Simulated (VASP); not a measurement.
**C: single point with PBE**

System: C, a slab with vacuum.

```
C
1.0
     7.39800    0.00000    0.00000
    -3.69900    6.40686    0.00000
     0.00000    0.00000   13.00000
C
19
Direct
  0.00309 0.99565 0.07050
  0.22296 0.10554 0.07000
  0.00461 0.32604 0.07616
  0.22343 0.43879 0.06905
  0.00462 0.66679 0.07579
  0.22338 0.77268 0.06857
  0.33510 0.99464 0.06860
  0.55383 0.10051 0.07582
  0.33516 0.32855 0.06918
  0.55395 0.44132 0.07652
  0.33555 0.66180 0.06992
  0.55543 0.77171 0.07053
  0.66709 0.99422 0.07379
  0.89133 0.10642 0.07402
  0.65953 0.32350 0.09875
  0.89901 0.44372 0.09849
  0.66720 0.66093 0.07416
  0.89139 0.77312 0.07382
  0.77970 0.38353 0.19940
```

* Program: VASP 6.6.1
* Task: single point
* Functional: PBE
* Potentials or basis: VASP PAW PBE potentials, release 64 (C)
* Cutoff: 520 eV
* k mesh: 2 × 2 × 1
* Occupations: fermi-dirac, width 0.05 eV
* Spin: collinear spin
* Starting moments: [0.0, 0.0, 0.0, 0.0, 0.0, 0.0, 0.0, 0.0, 0.0, 0.0, 0.0, 0.0, 0.0, 0.0, 0.0, 0.0, 0.0, 0.0, 1.0] μB

```yaml
Largest_force: 0.326 eV/Å
Net_moment: 0.51 μB per cell
Site_moments: C -0.00, +0.00, +0.01, -0.01, +0.17 (each value once) μB
Valence_electrons_inside_the_program's_atomic_spheres: C 2.65, 2.66, 2.64, 2.29 (each value once)
```

Forces in eV/Å, atoms in the order of the input:
```
C   -0.029 -0.020 -0.001
C    0.051  0.031 -0.022
C   -0.115  0.000 -0.047
C    0.090  0.014 -0.019
C   -0.047 -0.113 -0.037
C    0.054  0.070 -0.012
C   -0.062 -0.072 -0.011
C    0.050  0.105 -0.027
C   -0.083 -0.007 -0.014
C    0.105 -0.012 -0.057
C   -0.044 -0.030 -0.016
C    0.026  0.014 -0.008
C   -0.076 -0.039  0.000
C    0.074  0.061  0.008
C   -0.122 -0.053 -0.045
C    0.127  0.072 -0.031
C   -0.082 -0.068  0.000
C    0.089  0.046  0.014
C   -0.005  0.000  0.326
```

Levels at points of the mesh, in eV from the Fermi level:
Spin up:
```
           k point  band 34  band 35  band 36  band 37  band 38  band 39  band 40  band 41  band 42  band 43
(0.00, 0.00, 0.00)    -2.88    -2.28    -2.19    -0.24    -0.09     0.14     0.36     1.77     3.86     3.94
(0.50, 0.00, 0.00)    -2.53    -2.50    -2.31    -1.58    -0.16     0.17     1.21     2.30     2.61     3.14
(0.00, 0.50, 0.00)    -2.57    -2.46    -2.30    -1.50    -0.75    -0.01     1.93     2.41     2.70     2.75
(0.50, 0.50, 0.00)    -2.57    -2.46    -2.30    -1.50    -0.76    -0.01     1.93     2.41     2.70     2.75
```
Spin down:
| k point | band 35 | band 36 | band 37 | band 38 | band 39 | band 40 | band 41 | band 42 |
| --- | --- | --- | --- | --- | --- | --- | --- | --- |
| (0.00, 0.00, 0.00) | -2.12 | -2.11 | -0.19 | 0.13 | 0.18 | 1.12 | 1.81 | 3.87 |
| (0.50, 0.00, 0.00) | -2.46 | -2.28 | -1.43 | -0.11 | 1.00 | 1.26 | 2.32 | 2.65 |
| (0.00, 0.50, 0.00) | -2.42 | -2.27 | -1.35 | -0.69 | 0.75 | 1.98 | 2.51 | 2.73 |
| (0.50, 0.50, 0.00) | -2.42 | -2.27 | -1.36 | -0.70 | 0.75 | 1.98 | 2.51 | 2.73 |

Run time: 22 min on 1 thread of Intel Xeon 8259CL (shared host), peak memory 0.92 GiB.

Caveat: the k points lie up to 0.49 Å⁻¹ apart; there is no dipole correction, which matters where the two faces differ.
